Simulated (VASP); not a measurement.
NiMoIrPdW, 5 atoms in the cell. The structure is trigonal, space group P3m1 (No. 156). The conventional cell has a = 4.104 Å, b = 4.104 Å, c = 5.381 Å, α = 90.00°, β = 90.00°, γ = 120.00°. Within 3.1 Å of Ni (site symmetry 3m) lie 3 W at 2.37 Å and 3 Ir at 2.69 Å and 3 Pd at 2.80 Å. Mo (site symmetry 3m) has 2 W at 2.47 to 2.91 Å and 3 Ir at 2.60 Å and 3 Pd at 2.83 Å within 3.3 Å. Within 3.5 Å of Pd (site symmetry 3m) lie 2 Ir at 2.63 to 2.75 Å and 3 W at 2.73 Å and 3 Ni at 2.80 Å and 3 Mo at 2.83 Å. Within 3.4 Å of Ir (site symmetry 3m) lie 3 Mo at 2.60 Å and 2 Pd at 2.63 to 2.75 Å and 3 Ni at 2.69 Å and 3 W at 2.75 Å. W (site symmetry 3m) has 3 Ni at 2.37 Å and 2 Mo at 2.47 to 2.91 Å and 3 Pd at 2.73 Å and 3 Ir at 2.75 Å within 3.1 Å. 

```yaml
Program: VASP 6.6.1
Task: single point
Functional: r2SCAN
Dispersion: D4
Potentials_or_basis: VASP PAW PBE potentials, release 64 (Ni, Mo_sv, Pd, Ir, W_sv)
Cutoff: 520 eV
k_mesh: 5 × 5 × 4
Occupations: fermi-dirac, width 0.05 eV
Spin: collinear spin, ferromagnetic start
Starting_moments: "[1.0, 1.0, 0.0, 0.6, 0.0] μB"
Dipole_correction: no
Further_INCAR_settings: ALGO = Normal; EDIFF = 1e-07; NBANDS = 40
```

Potentials or basis: VASP PAW PBE potentials, release 64 (Ni, Mo_sv, Pd, Ir, W_sv).

Launch:

```bash
$ cat potpaw_PBE.64/Ni/POTCAR potpaw_PBE.64/Mo_sv/POTCAR potpaw_PBE.64/Pd/POTCAR potpaw_PBE.64/Ir/POTCAR potpaw_PBE.64/W_sv/POTCAR > POTCAR
$ cp INCAR.step1 INCAR
$ mpirun -np 1 vasp_std > vasp.out
$ cp INCAR.step2 INCAR
$ mpirun -np 1 vasp_std > vasp.out
```

Hardware: 1 thread of Intel(R) Xeon(R) Platinum 8259CL CPU @ 2.50GHz (Skylake/Cascade Lake), on a shared host.

Question: Estimate the wall time of this run.

Answer: Run time: 6.1 min on 1 thread of Intel(R) Xeon(R) Platinum 8259CL CPU @ 2.50GHz (Skylake/Cascade Lake), on a shared host, peak memory 0.31 GiB. Counts: k points 17.
